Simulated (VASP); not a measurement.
# BN (F-43m) in VASP: further runs

BN is run at these levels: PBE; tasks: single point.

All numbers are computed with VASP 6.6.1; they aren't measurements. Logs are shortened: lines on timing, memory, paths and dates and some standing lists are left out, and cuts for length are marked.

### Step 1. The cell of the first run

The structure is cubic, space group F-43m (No. 216). Conventional cell: a = 3.626 Å, b = 3.626 Å, c = 3.626 Å, α = 90.00°, β = 90.00°, γ = 90.00°. Within 2.1 Å of B (site symmetry -43m) lie 4 N at 1.57 Å. Within 2.1 Å of N (site symmetry -43m) lie 4 B at 1.57 Å.

### Step 2. Single point, PBE

INCAR

```
PREC = Accurate ; ENCUT = 520
EDIFF = 1E-6 ; ISMEAR = 0
SIGMA = 0.02 ; LREAL = False
LASPH = True ; NELM = 100
ALGO = Normal ; ISIF = 2
LWAVE = False ; LCHARG = False
GGA = PE ; NBANDS = 11
```

KPOINTS

```
regular mesh
0
Gamma
  12 12 12
```

POSCAR

```
BN
1.0
    0.0000000000      1.8130010000      1.8130010000
    1.8130010000      0.0000000000      1.8130010000
    1.8130010000      1.8130010000      0.0000000000
B N
1 1
Direct
    0.0000000000      0.0000000000      0.0000000000
    0.7500000000      0.7500000000      0.7500000000
```

Potentials or basis: VASP PAW PBE potentials, release 64 (B, N).

The run is started by

```console
cat potpaw_PBE.64/B/POTCAR potpaw_PBE.64/N/POTCAR > POTCAR
mpirun -np 1 vasp_std > vasp.out
```

OUTCAR:

```text
PREC = Accurate
   ENCUT = 520
   EDIFF = 1E-6
   ISMEAR = 0
   LREAL = False
   LASPH = True
   NELM = 100
   ISIF = 2
   GGA = PE

 ion  position               nearest neighbor table
   1  0.000  0.000  0.000-   2 1.57   2 1.57   2 1.57   2 1.57
   2  0.750  0.750  0.750-   1 1.57   1 1.57   1 1.57   1 1.57

  LATTYP: Found a face centered cubic cell.
 ALAT       =     3.6260020000

  Lattice vectors:

 A1 = (   0.0000000000,   1.8130010000,   1.8130010000)
 A2 = (   1.8130010000,   0.0000000000,   1.8130010000)
 A3 = (   1.8130010000,   1.8130010000,   0.0000000000)

Analysis of symmetry for initial positions (statically):
=====================================================================
 Subroutine PRICEL returns:
 Original cell was already a primitive cell.

 Routine SETGRP: Setting up the symmetry group for a
 face centered cubic supercell.

 Subroutine GETGRP returns: Found 24 space group operations
 (whereof 24 operations were pure point group operations)
 out of a pool of 48 trial point group operations.

The static configuration has the point symmetry T_d .

Analysis of symmetry for dynamics (positions and initial velocities):
=====================================================================
 Subroutine PRICEL returns:
 Original cell was already a primitive cell.

 Routine SETGRP: Setting up the symmetry group for a
 face centered cubic supercell.

 Subroutine GETGRP returns: Found 24 space group operations
 (whereof 24 operations were pure point group operations)
 out of a pool of 48 trial point group operations.

The dynamic configuration has the point symmetry T_d .

 Subroutine INISYM returns: Found 24 space group operations
 (whereof 24 operations are pure point group operations),
 and found     1 'primitive' translations

----------------------------------------------------------------------------------------

                                     Primitive cell

  volume of cell :      11.9186

  direct lattice vectors                    reciprocal lattice vectors
     0.000000000  1.813001000  1.813001000    -0.275785838  0.275785838  0.275785838
     1.813001000  0.000000000  1.813001000     0.275785838 -0.275785838  0.275785838
     1.813001000  1.813001000  0.000000000     0.275785838  0.275785838 -0.275785838

  length of vectors
     2.563970603  2.563970603  2.563970603     0.477675083  0.477675083  0.477675083

  position of ions in fractional coordinates (direct lattice)
     0.000000000  0.000000000  0.000000000
     0.750000000  0.750000000  0.750000000

  ion indices of the primitive-cell ions
   primitive index   ion index
                 1           1
                 2           2

----------------------------------------------------------------------------------------

 KPOINTS: regular mesh

Automatic generation of k-mesh.
 Grid dimensions read from file:
 generate k-points for:   12   12   12

 Generating k-lattice:

  Cartesian coordinates                     Fractional coordinates (reciprocal lattice)
    -0.022982153  0.022982153  0.022982153     0.083333333  0.000000000  0.000000000
     0.022982153 -0.022982153  0.022982153     0.000000000  0.083333333  0.000000000
     0.022982153  0.022982153 -0.022982153     0.000000000  0.000000000  0.083333333

  Length of vectors
     0.039806257  0.039806257  0.039806257

  Shift w.r.t. Gamma in fractional coordinates (k-lattice)
     0.000000000  0.000000000  0.000000000

 Subroutine IBZKPT returns following result:
 ===========================================

 Found     72 irreducible k-points:

 Following reciprocal coordinates:
            Coordinates               Weight
  0.000000  0.000000  0.000000      1.000000
  0.083333  0.000000  0.000000      8.000000
  0.166667  0.000000  0.000000      8.000000
  0.250000  0.000000  0.000000      8.000000
  0.333333  0.000000  0.000000      8.000000
  0.416667  0.000000  0.000000      8.000000
[... 16 lines left out ...]
  0.500000  0.166667  0.000000     24.000000
 -0.416667  0.166667  0.000000     24.000000
 [... further k-points ...]
   k-points           NKPTS =     72   k-points in BZ     NKDIM =     72   number of bands    NBANDS=     11
   number of dos      NEDOS =    301   number of ions     NIONS =      2
   total plane-waves  NPLWV =   8000
   dimension x,y,z NGX =    20 NGY =   20 NGZ =   20
   dimension x,y,z NGXF=    40 NGYF=   40 NGZF=   40
   ions per type =               1   1
   NGX,Y,Z   is equivalent  to a cutoff of  12.97, 12.97, 12.97 a.u.
   NGXF,Y,Z  is equivalent  to a cutoff of  25.94, 25.94, 25.94 a.u.
 SYSTEM =  unknown system
   PREC   = accura    normal or accurate (medium, high low for compatibility)
   ISTART =      0    job   : 0-new  1-cont  2-samecut
   ICHARG =      2    charge: 1-file 2-atom 10-const
   ISPIN  =      1    spin polarized calculation?
   LNONCOLLINEAR =      F non collinear calculations
   LSORBIT =      F    spin-orbit coupling
   LASPH  =      T    aspherical Exc in radial PAW
   ENCUT  =  520.0 eV  38.22 Ry    6.18 a.u.   4.77  4.77  4.77*2*pi/ulx,y,z
   NELM   =    100;   NELMIN=  2; NELMDL= -5     # of ELM steps
   EDIFF  = 0.1E-05   stopping-criterion for ELM
   LREAL  =      F    real-space projection
   EDIFFG = 0.1E-04   stopping-criterion for IOM
   NSW    =      0    number of steps for IOM
   IBRION =     -1    ionic relax: 0-MD 1-quasi-New 2-CG
   NFREE  =      0    steps in history (QN), initial steepest desc. (CG)
   ISIF   =      2    stress and relaxation
   ISYM   =      2    0-nonsym 1-usesym 2-fastsym
   POTIM  = 0.5000    time-step for ionic-motion
   TEBEG  =    0.0;   TEEND  =   0.0 temperature during run
   PSTRESS=    0.0 pullay stress
   NELECT =       8.0000    total number of electrons
   NUPDOWN=      -1.0000    fix difference up-down
   EMIN   =  10.00;   EMAX   =-10.00  energy-range for DOS
   EFERMI =   0.00;   METHOD = LEGACY
   ISMEAR =     0;   SIGMA  =   0.02  broadening in eV -4-tet -1-fermi 0-gaus
   EFERMI_NEDOS =   21; number of points for ismear=-14 and -15
   IALGO  =     38    algorithm
   IMIX   =      4    mixing-type and parameters
     AMIX     =   0.40;   BMIX     =  1.00
     AMIX_MAG =   1.60;   BMIX_MAG =  1.00
  volume/ion in A,a.u.               =       5.96        40.22
  Fermi-wavevector in a.u.,A,eV,Ry     =   1.433387  2.708709 27.954506  2.054598
  Thomas-Fermi vector in A             =   2.552911
   LORBIT       =      0    0 simple, 1 ext, 2 COOP (PROOUT), +10 PAW based schemes
   GGA     = PE    functional components
   LHFCALC =     F    Hartree Fock is set to
   AEXX    =    0.0000 exact exchange contribution
   IVDW    =     0    specifies the selected vdW correction
   LEPSILON=     F    determine dielectric tensor
   LRPA    =     F    only Hartree local field effects (RPA)
 non-spin polarized calculation
 Gauss-broadening in eV      SIGMA  =   0.02
  energy-cutoff  :      520.00
  volume of cell :       11.92
 maximum number of plane-waves:       332
   NGX =  9   NGY =  9   NGZ =  9

 number of electron       7.9999999 magnetization

 Free energy of the ion-electron system (eV)
  ---------------------------------------------------
  ext. energy  EPLUGINS =         0.00000000
  ---------------------------------------------------
  free energy    TOTEN  =       -17.45102136 eV

  energy without entropy =      -17.45102136  energy(sigma->0) =      -17.45102136

 E-fermi :   7.3929     XC(G=0): -12.7771

 val. band max:        7.2910509753   @ k =   0.0000   0.0000   0.0000
 cond. band min:      11.7406810196   @ k =   0.5000   0.5000   0.0000
 fundamental gap:      4.4496300443
 Fermi energy:         7.3929231601

 k-point     1 :       0.0000    0.0000    0.0000
  band No.  band energies     occupation
      1     -12.8363      2.00000
      2       7.2911      2.00000
      3       7.2911      2.00000
      4       7.2911      2.00000
      5      16.0676      0.00000
      6      16.0676      0.00000
      7      16.0676      0.00000
      8      17.4925      0.00000
      9      31.8724      0.00000
     10      34.9486      0.00000
     11      34.9486      0.00000

 k-point     2 :       0.0833    0.0000    0.0000
  band No.  band energies     occupation
      1     -12.6685      2.00000
      2       6.3841      2.00000
      3       7.1122      2.00000
      4       7.1122      2.00000
      5      16.2637      0.00000
      6      16.3389      0.00000
      7      16.3389      0.00000
      8      18.0633      0.00000
      9      31.6886      0.00000
     10      32.7548      0.00000
     11      32.7548      0.00000

 k-point     3 :       0.1667    0.0000    0.0000
  band No.  band energies     occupation
      1     -12.1714      2.00000
      2       4.2979      2.00000
      3       6.6767      2.00000
      4       6.6767      2.00000
      5      16.5568      0.00000
      6      16.9701      0.00000
      7      16.9701      0.00000
      8      19.4011      0.00000
      9      31.1667      0.00000
     10      31.2095      0.00000
     11      31.2095      0.00000

 k-point     4 :       0.2500    0.0000    0.0000
  band No.  band energies     occupation
      1     -11.3689      2.00000
      2       1.8489      2.00000
      3       6.1736      2.00000
      4       6.1736      2.00000
      5      16.8421      0.00000
      6      17.5747      0.00000
      7      17.5747      0.00000
      8      20.7418      0.00000
      9      30.6257      0.00000
     10      30.8051      0.00000
     11      30.8051      0.00000

 k-point     5 :       0.3333    0.0000    0.0000
  band No.  band energies     occupation
      1     -10.3247      2.00000
      2      -0.5221      2.00000
      3       5.7442      2.00000
      4       5.7442      2.00000
      5      17.0920      0.00000
      6      17.8883      0.00000
      7      17.8883      0.00000
      8      21.7181      0.00000
      9      30.3954      0.00000
     10      31.5868      0.00000
     11      31.5868      0.00000
[... 211 lines left out ...]
 k-point    21 :       0.3333    0.1667    0.0000
  band No.  band energies     occupation
      1     -10.4915      2.00000
      2       1.2477      2.00000
      3       4.5465      2.00000
      4       4.8215      2.00000
      5      15.3442      0.00000
      6      19.4729      0.00000
      7      20.0081      0.00000
      8      20.0210      0.00000
      9      26.6650      0.00000
     10      33.5677      0.00000
     11      35.3026      0.00000

 k-point    22 :       0.4167    0.1667    0.0000
  band No.  band energies     occupation
      1      -9.4373      2.00000
      2      -0.8256      2.00000
      3       4.1781      2.00000
      4       4.3639      2.00000
      5      15.7517      0.00000
      6      19.6016      0.00000
      7      20.0968      0.00000
      8      20.9634      0.00000
      9      27.5721      0.00000
     10      33.3474      0.00000
     11      35.5660      0.00000

 k-point    23 :       0.5000    0.1667    0.0000
  band No.  band energies     occupation
      1      -8.4838      2.00000
      2      -2.3635      2.00000
      3       3.5970      2.00000
      4       4.4357      2.00000
      5      16.1076      0.00000
      6      19.5313      0.00000
      7      19.8575      0.00000
      8      22.2553      0.00000
      9      27.9462      0.00000
     10      33.5189      0.00000
     11      34.7704      0.00000

 k-point    24 :      -0.4167    0.1667    0.0000
  band No.  band energies     occupation
      1      -8.3021      2.00000
      2      -2.6279      2.00000
      3       3.1986      2.00000
      4       4.7476      2.00000
      5      16.5580      0.00000
      6      19.3841      0.00000
      7      19.4655      0.00000
      8      22.8632      0.00000
      9      28.2329      0.00000
     10      32.5295      0.00000
     11      33.7892      0.00000

 [... further k-points ...]
[... 5 lines left out ...]
  --------------------------------------------------------------------------------------
  -------------------------------------------------------------------------------------
  Total       -0.0120718     -0.0120718     -0.0120718     -0.0000000     -0.0000000      0.0000000
  in kB       -1.6227815     -1.6227815     -1.6227815     -0.0000000     -0.0000000      0.0000000
  external PRESSURE =      -1.6227815 kB  Pullay stress =       0.0000000 kB

 VOLUME and BASIS-vectors are now :
 -----------------------------------------------------------------------------
  energy-cutoff  :      520.00
  volume of cell :       11.92
      direct lattice vectors                 reciprocal lattice vectors
     0.000000000  1.813001000  1.813001000    -0.275785838  0.275785838  0.275785838
     1.813001000  0.000000000  1.813001000     0.275785838 -0.275785838  0.275785838
     1.813001000  1.813001000  0.000000000     0.275785838  0.275785838 -0.275785838

 POSITION                                       TOTAL-FORCE (eV/Angst)
 -----------------------------------------------------------------------------------
      0.00000      0.00000      0.00000        -0.000000     -0.000000     -0.000000
      2.71950      2.71950      2.71950         0.000000      0.000000      0.000000
 -----------------------------------------------------------------------------------
    total drift:                               -0.000000     -0.000000     -0.000000

  FREE ENERGIE OF THE ION-ELECTRON SYSTEM (eV)
  ---------------------------------------------------
  free  energy   TOTEN  =       -17.4510213580 eV

  energy  without entropy=      -17.4510213580  energy(sigma->0) =      -17.45102136
```

Wall time 8.1 s (1 thread of Intel Xeon Platinum 8259CL at 2.50GHz (Skylake/Cascade Lake), shared host); peak memory 0.12 GiB.

What came out:

- Free energy: -17.4510 eV
- Pressure: -0.2 GPa
- Band gap on the k mesh: 4.45 eV, indirect (least direct gap 8.78 eV)

A k mesh can miss the band edges.

[end of part 1 of 3]
